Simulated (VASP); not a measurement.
A run of VASP 6.6.1 is set up as follows.

INCAR

```
PREC = Accurate
ENCUT = 520
EDIFF = 1E-7
ISMEAR = -1
SIGMA = 0.05
LREAL = F
LASPH = T
NELM = 60
ALGO = Normal
ISIF = 2
LWAVE = F
LCHARG = T
GGA = PS
LELF = T
LVHAR = T
NBANDS = 10
```

KPOINTS

```
regular mesh
0
Gamma
  15 15 15
```

POSCAR

```
Ir
1.0
    0.0000000000      1.9388970000      1.9197000000
    1.9388970000      0.0000000000      1.9197000000
    1.9388970000      1.9388970000      0.0000000000
Ir
1
Direct
    0.0000000000      0.0000000000      0.0000000000
```

Potentials or basis: VASP PAW PBE potentials, release 64 (Ir).

The run is started by

```sh
$ cat potpaw_PBE.64/Ir/POTCAR > POTCAR
$ mpirun -np 1 vasp_std > vasp.out
```

Estimate the pressure.

-9.0 GPa.

Stress tensor (GPa, compression positive):
```
-10.25   0.00   0.00
  0.00 -10.25   0.00
  0.00   0.00  -6.58
```

Caveat: the cell differs from its parent crystal (equal xx and yy strain of +1 %); the PAW data sets were made with another functional, which shifts forces and pressure a little.
